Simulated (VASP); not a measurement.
# LaS (Fm-3m) in VASP: notebook

Runs on LaS. Level: LDA. Tasks: single point.

All numbers are computed with VASP 6.6.1; they aren't measurements. Logs are shortened: lines on timing, memory, paths and dates and some standing lists are left out, and cuts for length are marked.

## Step 1: The cell of the first run

Symmetry: Fm-3m, No. 225, cubic system. The conventional cell has a = 5.734 Å, b = 5.734 Å, c = 5.734 Å, α = 90.00°, β = 90.00°, γ = 90.00°. La (site symmetry m-3m) has 6 S at 2.87 Å within 3.8 Å. Within 3.8 Å of S (site symmetry m-3m) lie 6 La at 2.87 Å.

## Step 2: Single point, LDA

Contents of INCAR:

```
SYSTEM = LaS
  PREC = Accurate
  ENCUT = 520
  EDIFF = 1E-6
  ISMEAR = -1
  SIGMA = 0.01
  LREAL = .FALSE.
  LASPH = .TRUE.
  NELM = 80
  ALGO = Normal
  ISIF = 2
  LWAVE = .FALSE.
  LCHARG = .FALSE.
  NBANDS = 16
```

Contents of KPOINTS:

```
Automatic mesh
0
G
  9 9 9
  0 0 0
```

Contents of POSCAR:

```
LaS
1.0
    0.0000000000      2.8672485402      2.8672485402
    2.8672485402      0.0000000000      2.8672485402
    2.8672485402      2.8672485402      0.0000000000
La S
1 1
Direct
    0.0000000000      0.0000000000      0.0000000000
    0.5000000000      0.5000000000      0.5000000000
```

Potentials or basis: VASP PAW LDA potentials, release 64 (La, S).

Launch:

```console
> cat potpaw_LDA.64/La/POTCAR potpaw_LDA.64/S/POTCAR > POTCAR
> mpirun -np 1 vasp_std > vasp.out
```

OUTCAR:

```text
SYSTEM = LaS
   PREC = Accurate
   ENCUT = 520
   EDIFF = 1E-6
   ISMEAR = -1
   LREAL = .FALSE.
   LASPH = .TRUE.
   NELM = 80
   ISIF = 2

 ion  position               nearest neighbor table
   1  0.000  0.000  0.000-   2 2.87   2 2.87   2 2.87   2 2.87   2 2.87   2 2.87
   2  0.500  0.500  0.500-   1 2.87   1 2.87   1 2.87   1 2.87   1 2.87   1 2.87

  LATTYP: Found a face centered cubic cell.
 ALAT       =     5.7344970804

  Lattice vectors:

 A1 = (   0.0000000000,   2.8672485402,   2.8672485402)
 A2 = (   2.8672485402,   0.0000000000,   2.8672485402)
 A3 = (   2.8672485402,   2.8672485402,   0.0000000000)

Analysis of symmetry for initial positions (statically):
=====================================================================
 Subroutine PRICEL returns:
 Original cell was already a primitive cell.

 Routine SETGRP: Setting up the symmetry group for a
 face centered cubic supercell.

 Subroutine GETGRP returns: Found 48 space group operations
 (whereof 48 operations were pure point group operations)
 out of a pool of 48 trial point group operations.

The static configuration has the point symmetry O_h .

Analysis of symmetry for dynamics (positions and initial velocities):
=====================================================================
 Subroutine PRICEL returns:
 Original cell was already a primitive cell.

 Routine SETGRP: Setting up the symmetry group for a
 face centered cubic supercell.

 Subroutine GETGRP returns: Found 48 space group operations
 (whereof 48 operations were pure point group operations)
 out of a pool of 48 trial point group operations.

The dynamic configuration has the point symmetry O_h .

 Subroutine INISYM returns: Found 48 space group operations
 (whereof 48 operations are pure point group operations),
 and found     1 'primitive' translations

----------------------------------------------------------------------------------------

                                     Primitive cell

  volume of cell :      47.1440

  direct lattice vectors                    reciprocal lattice vectors
     0.000000000  2.867248540  2.867248540    -0.174383208  0.174383208  0.174383208
     2.867248540  0.000000000  2.867248540     0.174383208 -0.174383208  0.174383208
     2.867248540  2.867248540  0.000000000     0.174383208  0.174383208 -0.174383208

  length of vectors
     4.054901772  4.054901772  4.054901772     0.302040577  0.302040577  0.302040577

  position of ions in fractional coordinates (direct lattice)
     0.000000000  0.000000000  0.000000000
     0.500000000  0.500000000  0.500000000

  ion indices of the primitive-cell ions
   primitive index   ion index
                 1           1
                 2           2

----------------------------------------------------------------------------------------

 KPOINTS: Automatic mesh

Automatic generation of k-mesh.
 Grid dimensions read from file:
 generate k-points for:    9    9    9

 Generating k-lattice:

  Cartesian coordinates                     Fractional coordinates (reciprocal lattice)
    -0.019375912  0.019375912  0.019375912     0.111111111  0.000000000  0.000000000
     0.019375912 -0.019375912  0.019375912     0.000000000  0.111111111  0.000000000
     0.019375912  0.019375912 -0.019375912     0.000000000  0.000000000  0.111111111

  Length of vectors
     0.033560064  0.033560064  0.033560064

  Shift w.r.t. Gamma in fractional coordinates (k-lattice)
     0.000000000  0.000000000  0.000000000

 Subroutine IBZKPT returns following result:
 ===========================================

 Found     35 irreducible k-points:

 Following reciprocal coordinates:
            Coordinates               Weight
  0.000000  0.000000  0.000000      1.000000
  0.111111  0.000000  0.000000      8.000000
  0.222222  0.000000  0.000000      8.000000
  0.333333  0.000000  0.000000      8.000000
  0.444444  0.000000  0.000000      8.000000
  0.111111  0.111111  0.000000      6.000000
[... 16 lines left out ...]
 -0.333333  0.333333  0.000000     12.000000
  0.444444  0.444444  0.000000      6.000000
 [... further k-points ...]
   k-points           NKPTS =     35   k-points in BZ     NKDIM =     35   number of bands    NBANDS=     16
   number of dos      NEDOS =    301   number of ions     NIONS =      2
   total plane-waves  NPLWV =  27000
   dimension x,y,z NGX =    30 NGY =   30 NGZ =   30
   dimension x,y,z NGXF=    60 NGYF=   60 NGZF=   60
   ions per type =               1   1
   NGX,Y,Z   is equivalent  to a cutoff of  12.30, 12.30, 12.30 a.u.
   NGXF,Y,Z  is equivalent  to a cutoff of  24.60, 24.60, 24.60 a.u.
 SYSTEM =  LaS
   PREC   = accura    normal or accurate (medium, high low for compatibility)
   ISTART =      0    job   : 0-new  1-cont  2-samecut
   ICHARG =      2    charge: 1-file 2-atom 10-const
   ISPIN  =      1    spin polarized calculation?
   LNONCOLLINEAR =      F non collinear calculations
   LSORBIT =      F    spin-orbit coupling
   LASPH  =      T    aspherical Exc in radial PAW
   ENCUT  =  520.0 eV  38.22 Ry    6.18 a.u.   7.54  7.54  7.54*2*pi/ulx,y,z
   NELM   =     80;   NELMIN=  2; NELMDL= -5     # of ELM steps
   EDIFF  = 0.1E-05   stopping-criterion for ELM
   LREAL  =      F    real-space projection
   EDIFFG = 0.1E-04   stopping-criterion for IOM
   NSW    =      0    number of steps for IOM
   IBRION =     -1    ionic relax: 0-MD 1-quasi-New 2-CG
   NFREE  =      0    steps in history (QN), initial steepest desc. (CG)
   ISIF   =      2    stress and relaxation
   ISYM   =      2    0-nonsym 1-usesym 2-fastsym
   POTIM  = 0.5000    time-step for ionic-motion
   TEBEG  =    0.0;   TEEND  =   0.0 temperature during run
   PSTRESS=    0.0 pullay stress
   NELECT =      17.0000    total number of electrons
   NUPDOWN=      -1.0000    fix difference up-down
   EMIN   =  10.00;   EMAX   =-10.00  energy-range for DOS
   EFERMI =   0.00;   METHOD = LEGACY
   ISMEAR =    -1;   SIGMA  =   0.01  broadening in eV -4-tet -1-fermi 0-gaus
   EFERMI_NEDOS =   21; number of points for ismear=-14 and -15
   IALGO  =     38    algorithm
   IMIX   =      4    mixing-type and parameters
     AMIX     =   0.40;   BMIX     =  1.00
     AMIX_MAG =   1.60;   BMIX_MAG =  1.00
  volume/ion in A,a.u.               =      23.57       159.07
  Fermi-wavevector in a.u.,A,eV,Ry     =   1.165241  2.201986 18.473812  1.357787
  Thomas-Fermi vector in A             =   2.301769
   LORBIT       =      0    0 simple, 1 ext, 2 COOP (PROOUT), +10 PAW based schemes
   GGA     = CA    functional components
   LHFCALC =     F    Hartree Fock is set to
   AEXX    =    0.0000 exact exchange contribution
   IVDW    =     0    specifies the selected vdW correction
   LEPSILON=     F    determine dielectric tensor
   LRPA    =     F    only Hartree local field effects (RPA)
 non-spin polarized calculation
  energy-cutoff  :      520.00
  volume of cell :       47.14
 maximum number of plane-waves:      1299
 NGX is ok and might be reduce to    30
   NGX = 15   NGY = 15   NGZ = 15

 number of electron      17.0000001 magnetization

 Free energy of the ion-electron system (eV)
  ---------------------------------------------------
  ext. energy  EPLUGINS =         0.00000000
  ---------------------------------------------------
  free energy    TOTEN  =       -14.81653288 eV

  energy without entropy =      -14.81587089  energy(sigma->0) =      -14.81620188

 E-fermi :   9.2252     XC(G=0): -10.6054

 val. band max:        9.2048631467   @ k =   0.3333   0.1111   0.0000
 cond. band min:       9.2966731032   @ k =  -0.1111   0.1111   0.0000
 fundamental gap:      0.0918099565
 Fermi energy:         9.2251751376

 k-point     1 :       0.0000    0.0000    0.0000
  band No.  band energies     occupation
      1     -23.4018      2.00000
      2      -6.9265      2.00000
      3      -6.9265      2.00000
      4      -6.9265      2.00000
      5      -4.5670      2.00000
      6       6.1007      2.00000
[... 8 lines left out ...]
     15      11.2301      0.00000
     16      11.5164      0.00000

 k-point     2 :       0.1111    0.0000    0.0000
  band No.  band energies     occupation
      1     -23.3895      2.00000
      2      -7.2040      2.00000
      3      -6.9349      2.00000
      4      -6.9349      2.00000
      5      -4.2604      2.00000
      6       5.6646      2.00000
[... 8 lines left out ...]
     15      11.5186      0.00000
     16      11.5619      0.00000

 k-point     3 :       0.2222    0.0000    0.0000
  band No.  band energies     occupation
      1     -23.3581      2.00000
      2      -7.7336      2.00000
      3      -6.9559      2.00000
      4      -6.9559      2.00000
      5      -3.6513      2.00000
      6       4.7833      2.00000
[... 8 lines left out ...]
     15      11.5238      0.00000
     16      11.7209      0.00000

 k-point     4 :       0.3333    0.0000    0.0000
  band No.  band energies     occupation
      1     -23.3220      2.00000
      2      -8.1951      2.00000
      3      -6.9794      2.00000
      4      -6.9794      2.00000
      5      -3.0857      2.00000
      6       3.9714      2.00000
[... 8 lines left out ...]
     15      11.5299      0.00000
     16      12.1071      0.00000
[... 324 lines left out ...]
 k-point    22 :      -0.4444    0.3333    0.0000
  band No.  band energies     occupation
      1     -23.2677      2.00000
      2      -7.8672      2.00000
      3      -7.5254      2.00000
      4      -7.1893      2.00000
      5      -3.8671      2.00000
      6       5.0179      2.00000
[... 8 lines left out ...]
     15      11.4856      0.00000
     16      11.8194      0.00000

 k-point    23 :      -0.3333    0.3333    0.0000
  band No.  band energies     occupation
      1     -23.2706      2.00000
      2      -7.9712      2.00000
      3      -7.5685      2.00000
      4      -7.1164      2.00000
      5      -3.5152      2.00000
      6       4.4172      2.00000
[... 8 lines left out ...]
     15      11.4592      0.00000
     16      11.9125      0.00000

 k-point    24 :       0.4444    0.4444    0.0000
  band No.  band energies     occupation
      1     -23.2678      2.00000
      2      -7.8209      2.00000
      3      -7.2682      2.00000
      4      -7.2682      2.00000
      5      -4.4195      2.00000
      6       5.6884      2.00000
[... 8 lines left out ...]
     15      11.8165      0.00000
     16      11.8165      0.00000

 [... further k-points ...]
[... 5 lines left out ...]
  --------------------------------------------------------------------------------------
  -------------------------------------------------------------------------------------
  Total        0.4813731      0.4813731      0.4813731     -0.0000000      0.0000000      0.0000000
  in kB       16.3593611     16.3593611     16.3593611     -0.0000000      0.0000000      0.0000000
  external PRESSURE =      16.3593611 kB  Pullay stress =       0.0000000 kB

 VOLUME and BASIS-vectors are now :
 -----------------------------------------------------------------------------
  energy-cutoff  :      520.00
  volume of cell :       47.14
      direct lattice vectors                 reciprocal lattice vectors
     0.000000000  2.867248540  2.867248540    -0.174383208  0.174383208  0.174383208
     2.867248540  0.000000000  2.867248540     0.174383208 -0.174383208  0.174383208
     2.867248540  2.867248540  0.000000000     0.174383208  0.174383208 -0.174383208

 POSITION                                       TOTAL-FORCE (eV/Angst)
 -----------------------------------------------------------------------------------
      0.00000      0.00000      0.00000        -0.000000      0.000000      0.000000
      2.86725      2.86725      2.86725         0.000000     -0.000000     -0.000000
 -----------------------------------------------------------------------------------
    total drift:                               -0.000000      0.000000      0.000000

  FREE ENERGIE OF THE ION-ELECTRON SYSTEM (eV)
  ---------------------------------------------------
  free  energy   TOTEN  =       -14.8165328756 eV

  energy  without entropy=      -14.8158708890  energy(sigma->0) =      -14.81620188
```

Run time: 32 s. Hardware: 1 thread of Intel Xeon Platinum 8259CL at 2.50GHz (Skylake/Cascade Lake), shared host; peak memory 0.17 GiB.

Results:

| Quantity | Value |
| --- | --- |
| Free energy | -14.8165 eV |
| Pressure | 1.6 GPa |
| Band gap on the k mesh | zero (an odd number of electrons rules out a gap without spin polarisation) |

Levels at points of the mesh, in eV from the Fermi level:
```
           k point  band 6  band 7  band 8  band 9  band 10  band 11
(0.00, 0.00, 0.00)   -3.12   -3.12   -3.12    0.24     0.24     0.24
```

Caveat: spin-orbit coupling is left out, which moves the levels of the heavy elements.

[end of part 1 of 2]
